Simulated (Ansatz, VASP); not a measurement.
**One calculation of ZnS, two programs**

```
CELL_PARAMETERS angstrom
3.60417 0.00000 0.00000
-1.80208 3.12130 0.00000
0.00000 0.00000 6.28783
ATOMIC_POSITIONS crystal
Zn 0.33333 0.66667 0.00544
Zn 0.66667 0.33333 0.50544
S 0.33333 0.66667 0.37956
S 0.66667 0.33333 0.87956
```

Alike in both runs: task single point; functional PBEsol; k mesh 9 × 9 × 6; occupations gaussian, width 0.05 eV; no spin polarisation.

```csv
,VASP,Ansatz
version,VASP 6.6.1,Ansatz 0.2.0
potentials or method,"VASP PAW PBE potentials, release 64 (Zn, S), cutoff 520 eV","scalar-relativistic, plane waves, PAW"
valence electrons in the cell,36,36
```

```csv
,VASP,Ansatz,Ansatz less VASP
gap on the k mesh at the Fermi level (eV),2.28,2.27,-0.011
least direct gap on the mesh (eV),2.28,2.27,-0.011
pressure (GPa),8.7,8.4,-0.27
"traceless stress, the component that is largest in VASP (GPa)",-7.52,-7.50,+0.028
rms of the force components (eV/Å),0.337,0.334,-0.0030
```

VASP's potentials were made for PBE, not for PBEsol. Atom by atom the forces differ by 0.003 eV/Å (rms over components). The functional is the same, so the differences come from potentials, cutoffs and numerics.
